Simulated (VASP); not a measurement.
# Al2Ru (I4/mmm) in VASP: further runs, part 3 of 3

VASP 6.6.1.

## (6) Single point, PBEsol

Contents of INCAR:

```
ALGO     = Fast           # electronic algorithm
EDIFF    = 1E-6           # SCF threshold, eV
ENCUT    = 520            # plane-wave cutoff, eV
GGA      = PS             # functional
ISIF     = 2              # what is computed and relaxed
ISMEAR   = 0              # smearing method
LASPH    = T              # aspherical terms in the spheres
LCHARG   = T              # write CHGCAR
LELF     = T              # ELF
LREAL    = F              # projectors in reciprocal space
LVHAR    = T            
LWAVE    = F              # write WAVECAR
NBANDS   = 17             # bands
NELM     = 60             # most SCF steps
PREC     = Accurate       # precision mode
SIGMA    = 0.1            # smearing width, eV
```

Contents of KPOINTS:

```
k-points
0
Gamma
  18 18 18
```

Contents of POSCAR:

```
Al2Ru
1.0
   -1.5604216200      1.5604216200      4.2218055900
    1.5604216200     -1.5604216200      4.2218055900
    1.5604216200      1.5604216200     -4.2218055900
Al Ru
2 1
Direct
    0.6592021900      0.6592021900      0.0000000000
    0.3407978100      0.3407978100      0.0000000000
    0.0000000000      0.0000000000      0.0000000000
```

Potentials or basis: VASP PAW PBE potentials, release 64 (Al, Ru_pv).

Started as:

```
$ cat potpaw_PBE.64/Al/POTCAR potpaw_PBE.64/Ru_pv/POTCAR > POTCAR
$ mpirun -np 1 vasp_std > vasp.out
```

OUTCAR:

```text
EDIFF = 1E-6
   ENCUT = 520
   GGA = PS
   ISIF = 2
   ISMEAR = 0
   LASPH = T
   LREAL = F
   NELM = 60
   PREC = Accurate

 ion  position               nearest neighbor table
   1  0.659  0.659  0.000-   3 2.58   3 2.58   3 2.58   3 2.58   2 2.69   2 2.69   2 2.69   2 2.69
                             2 2.69   3 2.88
   2  0.341  0.341  0.000-   3 2.58   3 2.58   3 2.58   3 2.58   1 2.69   1 2.69   1 2.69   1 2.69
                             1 2.69   3 2.88
   3  0.000  0.000  0.000-   1 2.58   1 2.58   1 2.58   2 2.58   1 2.58   2 2.58   2 2.58   2 2.58
                             1 2.88   2 2.88

  LATTYP: Found a body centered tetragonal cell.
 ALAT       =     3.1208432400
 C/A-ratio  =     2.7055544065

  Lattice vectors:

 A1 = (  -1.5604216200,   1.5604216200,   4.2218055900)
 A2 = (   1.5604216200,  -1.5604216200,   4.2218055900)
 A3 = (   1.5604216200,   1.5604216200,  -4.2218055900)

Analysis of symmetry for initial positions (statically):
=====================================================================
 Subroutine PRICEL returns:
 Original cell was already a primitive cell.

 Routine SETGRP: Setting up the symmetry group for a
 body centered tetragonal supercell.

 Subroutine GETGRP returns: Found 16 space group operations
 (whereof 16 operations were pure point group operations)
 out of a pool of 16 trial point group operations.

The static configuration has the point symmetry D_4h.

Analysis of symmetry for dynamics (positions and initial velocities):
=====================================================================
 Subroutine PRICEL returns:
 Original cell was already a primitive cell.

 Routine SETGRP: Setting up the symmetry group for a
 body centered tetragonal supercell.

 Subroutine GETGRP returns: Found 16 space group operations
 (whereof 16 operations were pure point group operations)
 out of a pool of 16 trial point group operations.

The dynamic configuration has the point symmetry D_4h.

 Subroutine INISYM returns: Found 16 space group operations
 (whereof 16 operations are pure point group operations),
 and found     1 'primitive' translations

----------------------------------------------------------------------------------------

                                     Primitive cell

  volume of cell :      41.1190

  direct lattice vectors                    reciprocal lattice vectors
    -1.560421620  1.560421620  4.221805590     0.000000000  0.320426219  0.118432739
     1.560421620 -1.560421620  4.221805590     0.320426219  0.000000000  0.118432739
     1.560421620  1.560421620 -4.221805590     0.320426219  0.320426219  0.000000000

  length of vectors
     4.763766756  4.763766756  4.763766756     0.341612757  0.341612757  0.453151105

  position of ions in fractional coordinates (direct lattice)
     0.659202190  0.659202190  0.000000000
     0.340797810  0.340797810  0.000000000
     0.000000000  0.000000000  0.000000000

  ion indices of the primitive-cell ions
   primitive index   ion index
                 1           1
                 2           2
                 3           3

----------------------------------------------------------------------------------------
[... 24 lines left out ...]

 Following reciprocal coordinates:
            Coordinates               Weight
  0.000000  0.000000  0.000000      1.000000
  0.055556  0.000000 -0.000000      8.000000
  0.111111  0.000000 -0.000000      8.000000
  0.166667  0.000000 -0.000000      8.000000
  0.222222  0.000000 -0.000000      8.000000
  0.277778  0.000000 -0.000000      8.000000
[... 16 lines left out ...]
 -0.277778  0.055556  0.000000     16.000000
 -0.222222  0.055556  0.000000     16.000000
 [... further k-points ...]
   k-points           NKPTS =    480   k-points in BZ     NKDIM =    480   number of bands    NBANDS=     17
   number of dos      NEDOS =    301   number of ions     NIONS =      3
   total plane-waves  NPLWV =  46656
   dimension x,y,z NGX =    36 NGY =   36 NGZ =   36
   dimension x,y,z NGXF=    72 NGYF=   72 NGZF=   72
   ions per type =               2   1
   NGX,Y,Z   is equivalent  to a cutoff of  12.56, 12.56, 12.56 a.u.
   NGXF,Y,Z  is equivalent  to a cutoff of  25.13, 25.13, 25.13 a.u.
 SYSTEM =  unknown system
   PREC   = accura    normal or accurate (medium, high low for compatibility)
   ISTART =      0    job   : 0-new  1-cont  2-samecut
   ICHARG =      2    charge: 1-file 2-atom 10-const
   ISPIN  =      1    spin polarized calculation?
   LNONCOLLINEAR =      F non collinear calculations
   LSORBIT =      F    spin-orbit coupling
   LASPH  =      T    aspherical Exc in radial PAW
   ENCUT  =  520.0 eV  38.22 Ry    6.18 a.u.   8.86  8.86  8.86*2*pi/ulx,y,z
   NELM   =     60;   NELMIN=  2; NELMDL= -5     # of ELM steps
   EDIFF  = 0.1E-05   stopping-criterion for ELM
   LREAL  =      F    real-space projection
   EDIFFG = 0.1E-04   stopping-criterion for IOM
   NSW    =      0    number of steps for IOM
   IBRION =     -1    ionic relax: 0-MD 1-quasi-New 2-CG
   NFREE  =      0    steps in history (QN), initial steepest desc. (CG)
   ISIF   =      2    stress and relaxation
   ISYM   =      2    0-nonsym 1-usesym 2-fastsym
   POTIM  = 0.5000    time-step for ionic-motion
   TEBEG  =    0.0;   TEEND  =   0.0 temperature during run
   PSTRESS=    0.0 pullay stress
   NELECT =      20.0000    total number of electrons
   NUPDOWN=      -1.0000    fix difference up-down
   EMIN   =  10.00;   EMAX   =-10.00  energy-range for DOS
   EFERMI =   0.00;   METHOD = LEGACY
   ISMEAR =     0;   SIGMA  =   0.10  broadening in eV -4-tet -1-fermi 0-gaus
   EFERMI_NEDOS =   21; number of points for ismear=-14 and -15
   IALGO  =     68    algorithm
   IMIX   =      4    mixing-type and parameters
     AMIX     =   0.40;   BMIX     =  1.00
     AMIX_MAG =   1.60;   BMIX_MAG =  1.00
  volume/ion in A,a.u.               =      13.71        92.49
  Fermi-wavevector in a.u.,A,eV,Ry     =   1.287471  2.432967 22.552766  1.657582
  Thomas-Fermi vector in A             =   2.419483
   LORBIT       =      0    0 simple, 1 ext, 2 COOP (PROOUT), +10 PAW based schemes
   GGA     = PS    functional components
   LHFCALC =     F    Hartree Fock is set to
   AEXX    =    0.0000 exact exchange contribution
   IVDW    =     0    specifies the selected vdW correction
   LEPSILON=     F    determine dielectric tensor
   LRPA    =     F    only Hartree local field effects (RPA)
 non-spin polarized calculation
 RMM-DIIS sequential band-by-band and
 Gauss-broadening in eV      SIGMA  =   0.10
  energy-cutoff  :      520.00
  volume of cell :       41.12
 maximum number of plane-waves:      1126
   NGX = 17   NGY = 17   NGZ = 17

 number of electron      19.9999999 magnetization

 Free energy of the ion-electron system (eV)
  ---------------------------------------------------
  ext. energy  EPLUGINS =         0.00000000
  ---------------------------------------------------
  free energy    TOTEN  =       -20.32918875 eV

  energy without entropy =      -20.32793625  energy(sigma->0) =      -20.32856250

 E-fermi :  10.5303     XC(G=0): -12.0216

 val. band max:       10.5270706506   @ k =  -0.2778   0.2222   0.0000
 cond. band min:      10.5477325771   @ k =  -0.2778   0.2778   0.0000
 fundamental gap:      0.0206619265
 Fermi energy:        10.5302540103

 k-point     1 :       0.0000    0.0000    0.0000
  band No.  band energies     occupation
      1     -32.0530      2.00000
      2     -32.0530      2.00000
      3     -31.9721      2.00000
      4      -0.3997      2.00000
      5       5.0900      2.00000
      6       6.6922      2.00000
[... 457 lines left out ...]
      4       0.5091      2.00000
      5       5.5733      2.00000
      6       6.7494      2.00000
[... 9 lines left out ...]
     16      18.7428      0.00000
     17      21.4779      0.00000

 [... further k-points ...]

------------------------ aborting loop because EDIFF is reached ----------------------------------------

  FORCE on cell =-STRESS in cart. coord.  units (eV):
  Direction    XX          YY          ZZ          XY          YZ          ZX
  --------------------------------------------------------------------------------------
  -------------------------------------------------------------------------------------
  Total       -0.0317404     -0.0317404     -0.2044099      0.0000000     -0.0000000      0.0000000
  in kB       -1.2367458     -1.2367458     -7.9647165      0.0000000     -0.0000000      0.0000000
  external PRESSURE =      -3.4794027 kB  Pullay stress =       0.0000000 kB

 VOLUME and BASIS-vectors are now :
 -----------------------------------------------------------------------------
  energy-cutoff  :      520.00
  volume of cell :       41.12
      direct lattice vectors                 reciprocal lattice vectors
    -1.560421620  1.560421620  4.221805590     0.000000000  0.320426219  0.118432739
     1.560421620 -1.560421620  4.221805590     0.320426219  0.000000000  0.118432739
     1.560421620  1.560421620 -4.221805590     0.320426219  0.320426219  0.000000000

 POSITION                                       TOTAL-FORCE (eV/Angst)
 -----------------------------------------------------------------------------------
      0.00000      0.00000      5.56605        -0.000000     -0.000000     -0.048120
      0.00000      0.00000      2.87756         0.000000      0.000000      0.048120
      0.00000      0.00000      0.00000         0.000000      0.000000      0.000000
 -----------------------------------------------------------------------------------
    total drift:                                0.000000     -0.000000      0.000000

  FREE ENERGIE OF THE ION-ELECTRON SYSTEM (eV)
  ---------------------------------------------------
  free  energy   TOTEN  =       -20.3291887534 eV

  energy  without entropy=      -20.3279362476  energy(sigma->0) =      -20.32856250
```

It took 14 min on 1 thread of Intel Xeon Platinum 8375C at 2.90GHz (Ice Lake), shared host; peak memory 0.46 GiB.

Results:

| Item | Value |
| --- | --- |
| Free energy | -20.3292 eV |
| Pressure | -0.3 GPa |
| Largest force | 0.048 eV/Å |
| Band gap on the k mesh | zero (bands 10 and 11 overlap by 0.17 eV) |

Forces in eV/Å, atoms in the order of the input:
```
Al   0.000  0.000 -0.048
Al   0.000  0.000  0.048
Ru   0.000  0.000  0.000
```

Stress tensor (GPa, compression positive):
```
-0.12  0.00  0.00
 0.00 -0.12  0.00
 0.00  0.00 -0.80
```

Levels at points of the mesh, in eV from the Fermi level:
```tsv
k point	band 6	band 7	band 8	band 9	band 10	band 11	band 12	band 13	band 14	band 15
(0.00, 0.00, 0.00)	-3.84	-1.99	-1.99	-1.99	-0.96	2.39	4.65	6.11	6.11	6.23
(0.50, 0.00, 0.00)	-4.62	-2.94	-2.75	-2.56	-1.43	0.57	3.04	5.10	6.99	8.48
(0.50, 0.50, 0.00)	-3.48	-3.43	-3.10	-1.28	-0.35	0.27	1.83	2.00	4.77	5.37
(0.50, 0.50, 0.50)	-4.00	-2.63	-1.56	-1.56	-0.93	3.15	3.15	6.28	6.45	8.51
```

Caveat: the PAW data sets were made with another functional, which shifts forces and pressure a little.

## (7) The runs side by side

```tsv
smearing	further INCAR settings	gap on the mesh (eV)	pressure (GPa)	largest force (eV/Å)
methfessel-paxton 0.01 eV	ALGO = Fast; EDIFF = 1e-06; NBANDS = 17	none	-0.4	0.04
methfessel-paxton 0.05 eV	ALGO = Fast; EDIFF = 1e-06; NBANDS = 17	none	-0.4	0.04
methfessel-paxton 0.5 eV	ALGO = Fast; EDIFF = 1e-07; NBANDS = 17	none	-0.4	0.06
tetrahedron	ALGO = Fast; EDIFF = 1e-06; NBANDS = 17	none	-0.4	0.04
gaussian 0.1 eV	ALGO = Fast; EDIFF = 1e-06; NBANDS = 17	none	-0.3	0.05
```

Alike in all rows: task single point; level PBEsol; potentials or basis VASP PAW PBE potentials, release 64 (Al, Ru_pv); no spin polarisation; cell as given; k mesh 18 × 18 × 18; cutoff (eV) 520.

Caveats: the PAW data sets were made with another functional, which shifts forces and pressure a little.

Total energies depend on the potentials used, so only differences within one code and one set of settings carry meaning.

The gap in the log of VASP goes by the Fermi energy; the results here count the filled bands.